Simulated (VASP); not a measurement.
Set up this calculation in VASP 6.6.1, as the native input.

- Task: single point
- Functional: PBEsol
- Potentials or basis: VASP PAW PBE potentials, release 64 (In_d, O)
- Cutoff: 520 eV
- k mesh: 12 × 12 × 4
- Occupations: fermi-dirac, width 0.15 eV
- Spin: no spin polarisation
- Dipole correction: no
- Further INCAR settings: ALGO = Normal; EDIFF = 1e-06; NBANDS = 41

The structure of In2O lies in POSCAR:

```
In2O
1.0
    3.3280242173      0.0000000000      0.0000000000
   -1.6640121086      2.8821535166      0.0000000000
    0.0000000000      0.0000000000     12.3957752518
In O
4 2
Direct
    0.0000000000      0.0000000000      0.3830048054
    0.0000000000      0.0000000000      0.6169951946
    0.6666666667      0.3333333333      0.1131127663
    0.3333333333      0.6666666667      0.8868872337
    0.6666666667      0.3333333333      0.3020180177
    0.3333333333      0.6666666667      0.6979819823
```

One way to write it, as run:

INCAR

```
SYSTEM = In2O
PREC = Accurate
ENCUT = 520
EDIFF = 1E-6
ISMEAR = -1
SIGMA = 0.15
LREAL = .FALSE.
LASPH = .TRUE.
NELM = 100
ALGO = Normal
ISIF = 2
LWAVE = .FALSE.
LCHARG = .FALSE.
GGA = PS
NBANDS = 41
```

KPOINTS

```
regular mesh
0
G
  12 12 4
  0 0 0
```

Potentials or basis: VASP PAW PBE potentials, release 64 (In_d, O).

Command:

```sh
$ cat potpaw_PBE.64/In_d/POTCAR potpaw_PBE.64/O/POTCAR > POTCAR
$ mpirun -np 1 vasp_std > vasp.out
```

Results of the run:

- Pressure: 1.2 GPa
- Largest force: 0.044 eV/Å
- Band gap on the k mesh: zero (bands 32 and 33 overlap by 1.48 eV)

Caveat: the PAW data sets were made with another functional, which shifts forces and pressure a little; spin-orbit coupling is left out, which moves the levels of the heavy elements.

Wall time 4 min on 1 thread of Intel(R) Xeon(R) 6975P-C (Granite Rapids), with other jobs on the host, peak memory 0.41 GiB.
